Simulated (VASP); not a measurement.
TaN: electric field gradients with PBEsol

TaN:

```xyz
2
Lattice="0.0000 2.1790 2.1790 2.1790 0.0000 2.1790 2.1790 2.1790 0.0000" Properties=species:S:1:pos:R:3 pbc="T T T"
Ta    2.1790    2.1790    2.1790
N     0.0000    0.0000    0.0000
```

```
Program                : VASP 6.6.1
Task                   : electric field gradients
Functional             : PBEsol
Potentials or basis    : VASP PAW PBE potentials, release 64 (Ta_sv_GW, N)
Cutoff                 : 520 eV
k mesh                 : 9 × 9 × 9
Occupations            : fermi-dirac, width 0.02 eV
Spin                   : no spin polarisation
Dipole correction      : no
Second run             : valence_matched
Further INCAR settings : ALGO = Normal; EDIFF = 1e-08; NBANDS = 16
```

```json
{
 "Pressure": "4.2 GPa",
 "Band gap on the k mesh": "zero (band 9 reaches 15.68 eV, above the bottom of band 10 at 11.87 eV)"
}
```

Levels at points of the mesh, in eV from the Fermi level:
```tsv
k point	band 6	band 7	band 8	band 9	band 10	band 11	band 12	band 13
(0.00, 0.00, 0.00)	-3.77	-3.77	-3.77	-2.09	-2.09	-2.09	0.14	0.14
```

It took 19 s on 1 thread of Intel(R) Xeon(R) Platinum 8488C (Sapphire Rapids) (shared host), peak memory 0.14 GiB.

Caveat: without QUAD_EFG the Cq values of the log hold for a quadrupole moment of 1 mb, not for the nuclei; the PAW data sets were made with another functional, which shifts forces and pressure a little; spin-orbit coupling is left out, which moves the levels of the heavy elements.
